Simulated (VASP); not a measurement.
# HfIN (R-3m) in VASP: a series of runs, part 2 of 2

VASP 6.6.1. Earlier steps stand in the parts before.

## 3. Single point, LDA

This run uses another cell than the first one, of 22.91 Å³/atom.

File INCAR:

```
SYSTEM = HfIN
  ALGO = Normal
  EDIFF = 1E-7
  ENCUT = 520
  GGA = CA
  ISIF = 2
  ISMEAR = 0
  LASPH = .TRUE.
  LCHARG = .FALSE.
  LREAL = .FALSE.
  LWAVE = .FALSE.
  NBANDS = 31
  NELM = 80
  PREC = Accurate
  SIGMA = 0.01
```

File KPOINTS:

```
k-points
0
G
  6 6 6
  0 0 0
```

File POSCAR:

```
HfIN
1.0
    1.8943602590      1.0937088234     11.0587372906
   -1.8943602590      1.0937088234     11.0587372906
    0.0000000000     -2.1874186727     11.0587372906
Hf I N
2 2 2
Direct
    0.7944020000      0.7944020000      0.7944020000
    0.2055980000      0.2055980000      0.2055980000
    0.3930470000      0.3930470000      0.3930470000
    0.6069530000      0.6069530000      0.6069530000
    0.1399440000      0.1399440000      0.1399440000
    0.8600560000      0.8600560000      0.8600560000
```

Potentials or basis: VASP PAW LDA potentials, release 64 (Hf_pv, I, N).

On the command line:

```sh
$ cat potpaw_LDA.64/Hf_pv/POTCAR potpaw_LDA.64/I/POTCAR potpaw_LDA.64/N/POTCAR > POTCAR
$ mpirun -np 1 vasp_std > vasp.out
```

OUTCAR:

```text
SYSTEM = HfIN
   EDIFF = 1E-7
   ENCUT = 520
   GGA = CA
   ISIF = 2
   ISMEAR = 0
   LASPH = .TRUE.
   LREAL = .FALSE.
   NELM = 80
   PREC = Accurate

 ion  position               nearest neighbor table
   1  0.794  0.794  0.794-   6 2.18   5 2.22   5 2.22   5 2.22   3 3.14   3 3.14   3 3.14   2 3.38
                             2 3.38   2 3.38
   2  0.206  0.206  0.206-   5 2.18   6 2.22   6 2.22   6 2.22   4 3.14   4 3.14   4 3.14   1 3.38
                             1 3.38   1 3.38
   3  0.393  0.393  0.393-   1 3.14   1 3.14   1 3.14
   4  0.607  0.607  0.607-   2 3.14   2 3.14   2 3.14
[... 1026 lines left out ...]
  Total      -10.3342954    -10.3342909     -9.7977211      0.0000000      0.0000003      0.0000000
  in kB     -120.4398586   -120.4398057   -114.1864145      0.0000000      0.0000035      0.0000000
  external PRESSURE =    -118.3553596 kB  Pullay stress =       0.0000000 kB

 VOLUME and BASIS-vectors are now :
 -----------------------------------------------------------------------------
  energy-cutoff  :      520.00
  volume of cell :      137.47
      direct lattice vectors                 reciprocal lattice vectors
     1.894360259  1.093708823 11.058737291     0.263941348  0.152386642  0.030142084
    -1.894360259  1.093708823 11.058737291    -0.263941348  0.152386642  0.030142084
     0.000000000 -2.187418673 11.058737291     0.000000000 -0.304773283  0.030142070

 POSITION                                       TOTAL-FORCE (eV/Angst)
 -----------------------------------------------------------------------------------
      0.00000     -0.00000     26.35525         0.000000     -0.000000      0.938588
      0.00000     -0.00000      6.82096         0.000000      0.000000     -0.938588
      0.00000     -0.00000     13.03981         0.000000     -0.000000      0.833372
      0.00000     -0.00000     20.13640         0.000000      0.000000     -0.833372
      0.00000     -0.00000      4.64281         0.000000     -0.000000      0.312718
      0.00000     -0.00000     28.53340         0.000000      0.000000     -0.312718
 -----------------------------------------------------------------------------------
    total drift:                               -0.000000     -0.000000      0.000000

  FREE ENERGIE OF THE ION-ELECTRON SYSTEM (eV)
  ---------------------------------------------------
  free  energy   TOTEN  =       -52.2904436950 eV

  energy  without entropy=      -52.2904436950  energy(sigma->0) =      -52.29044369
```

OSZICAR:

```text
N       E                     dE             d eps       ncg     rms          rms(c)
DAV:   1     0.230634706619E+03    0.23063E+03   -0.21716E+04  2040   0.127E+03
DAV:   2    -0.414495114794E+02   -0.27208E+03   -0.26157E+03  2589   0.290E+02
DAV:   3    -0.611808578369E+02   -0.19731E+02   -0.19506E+02  2488   0.678E+01
DAV:   4    -0.616745785478E+02   -0.49372E+00   -0.49302E+00  2944   0.112E+01
DAV:   5    -0.616809655045E+02   -0.63870E-02   -0.63861E-02  2605   0.121E+00    0.636E+01
DAV:   6    -0.527570567783E+02    0.89239E+01   -0.50500E+01  2283   0.291E+01    0.464E+01
DAV:   7    -0.524362783700E+02    0.32078E+00   -0.55458E+00  2400   0.119E+01    0.206E+01
DAV:   8    -0.523077855213E+02    0.12849E+00   -0.65271E-01  2576   0.431E+00    0.439E+00
DAV:   9    -0.522962036035E+02    0.11582E-01   -0.30444E-01  2429   0.235E+00    0.253E+00
DAV:  10    -0.522904313440E+02    0.57723E-02   -0.34217E-02  2703   0.911E-01    0.475E-01
DAV:  11    -0.522909937632E+02   -0.56242E-03   -0.51831E-03  2507   0.314E-01    0.769E-01
DAV:  12    -0.522904480489E+02    0.54571E-03   -0.14777E-03  2548   0.182E-01    0.312E-01
DAV:  13    -0.522904452473E+02    0.28016E-05   -0.50148E-04  2597   0.101E-01    0.395E-02
DAV:  14    -0.522904438933E+02    0.13540E-05   -0.10959E-05  2554   0.169E-02    0.223E-02
DAV:  15    -0.522904436255E+02    0.26778E-06   -0.41146E-06  2466   0.897E-03    0.454E-03
DAV:  16    -0.522904436950E+02   -0.69492E-07   -0.41295E-07  2218   0.342E-03
   1 F= -.52290444E+02 E0= -.52290444E+02  d E =-.924348E-43
```

stdout:

```text
POSCAR found type information on POSCAR HfI N
 POSCAR found :  3 types and       6 ions
 scaLAPACK will be used
 LDA part: xc-table for (Slater(with rela. corr.)+CA(PZ))
 , standard interpolation
 POSCAR, INCAR and KPOINTS ok, starting setup
 FFT: planning ... GRIDC
 FFT: planning ... GRID_SOFT
 FFT: planning ... GRID
 WAVECAR not read
 entering main loop
```

Wall time 25 min (1 thread of Intel Xeon Platinum 8559C (Emerald Rapids), shared host); peak memory 0.79 GiB.

Results:

```
Free energy            : -52.2904 eV
Pressure               : -11.8 GPa
Largest force          : 0.939 eV/Å
Band gap on the k mesh : 0.95 eV (least direct gap 2.03 eV)
```

Forces in eV/Å, atoms in the order of the input:
```
Hf   0.000  0.000  0.939
Hf   0.000  0.000 -0.939
I    0.000  0.000  0.833
I    0.000  0.000 -0.833
N    0.000  0.000  0.313
N    0.000  0.000 -0.313
```

Caveat: the cell stands under tension; spin-orbit coupling is left out, which moves the levels of the heavy elements.

## 4. Single point, LDA

This run uses another cell than the first one, of 23.76 Å³/atom.

File INCAR:

```
PREC = Accurate
ENCUT = 520
EDIFF = 1E-6
ISMEAR = 0
SIGMA = 0.01
LREAL = False
LASPH = True
NELM = 60
ALGO = Normal
ISIF = 2
LWAVE = False
LCHARG = True
GGA = CA
LELF = True
LVHAR = True
NBANDS = 31
```

File KPOINTS:

```
regular mesh
0
Gamma
  6 6 6
```

Changes to POSCAR since step 3:

```diff
@@ -2,5 +2,5 @@
 1.0
-    1.8943602590      1.0937088234     11.0587372906
-   -1.8943602590      1.0937088234     11.0587372906
-    0.0000000000     -2.1874186727     11.0587372906
+    1.9174644905      1.1070480505     11.1936132332
+   -1.9174644905      1.1070480505     11.1936132332
+    0.0000000000     -2.2140971395     11.1936132332
 Hf I N
```

On the command line:

```sh
$ cat potpaw_LDA.64/Hf_pv/POTCAR potpaw_LDA.64/I/POTCAR potpaw_LDA.64/N/POTCAR > POTCAR
$ mpirun -np 1 vasp_std > vasp.out
```

It took 32 min on 1 thread of Intel Xeon Platinum 8559C (Emerald Rapids), shared host; peak memory 0.9 GiB.

The run converged. Its results:

```
Free energy            : -51.8761 eV
Pressure               : -14.2 GPa
Largest force          : 1.226 eV/Å
Band gap on the k mesh : 0.99 eV (least direct gap 2.01 eV)
```

Forces in eV/Å, atoms in the order of the input:
```
Hf   0.000  0.000  1.226
Hf   0.000  0.000 -1.226
I    0.000  0.000  1.027
I    0.000  0.000 -1.027
N    0.000  0.000  0.434
N    0.000  0.000 -0.434
```

Stress tensor (GPa, compression positive):
```
-14.43   0.00   0.00
  0.00 -14.43   0.00
  0.00   0.00 -13.81
```

Levels at points of the mesh, in eV from the valence-band top:
| k point | band 20 | band 21 | band 22 | band 23 | band 24 | band 25 |
| --- | --- | --- | --- | --- | --- | --- |
| (0.00, 0.00, 0.00) | -0.11 | -0.04 | -0.04 | 2.06 | 2.12 | 2.12 |
| (0.50, 0.00, 0.00) | -1.44 | -1.23 | -1.18 | 1.87 | 2.62 | 2.90 |
| (0.50, 0.50, 0.00) | -1.31 | -1.26 | -1.12 | 1.91 | 2.59 | 2.96 |
| (0.50, 0.50, 0.50) | -0.15 | 0.00 | 0.00 | 2.12 | 2.12 | 2.19 |

Caveat: the cell stands under tension; spin-orbit coupling is left out, which moves the levels of the heavy elements; forces of over 1 eV/Å act on the atoms, so gaps and moduli don't describe the material at rest. A k mesh can miss the band edges.

## 5. Overview

```tsv
cell	gap on the mesh (eV)	pressure (GPa)	largest force (eV/Å)
a = 11.132 Å, angles 19.3°, 6 atoms	0.89	-8.8	0.61
a = 11.273 Å, angles 19.3°, 6 atoms	0.95	-11.8	0.94
a = 11.410 Å, angles 19.3°, 6 atoms	0.99	-14.2	1.23
```

Alike in all rows: task single point; level LDA; potentials or basis VASP PAW LDA potentials, release 64 (Hf_pv, I, N); no spin polarisation; k mesh 6 × 6 × 6; cutoff (eV) 520; smearing gaussian 0.01 eV.

Caveats: the cell stands under tension; spin-orbit coupling is left out, which moves the levels of the heavy elements; forces of over 1 eV/Å act on the atoms, so gaps and moduli don't describe the material at rest (at least some runs).

Total energies depend on the potentials used, so only differences within one code and one set of settings carry meaning.
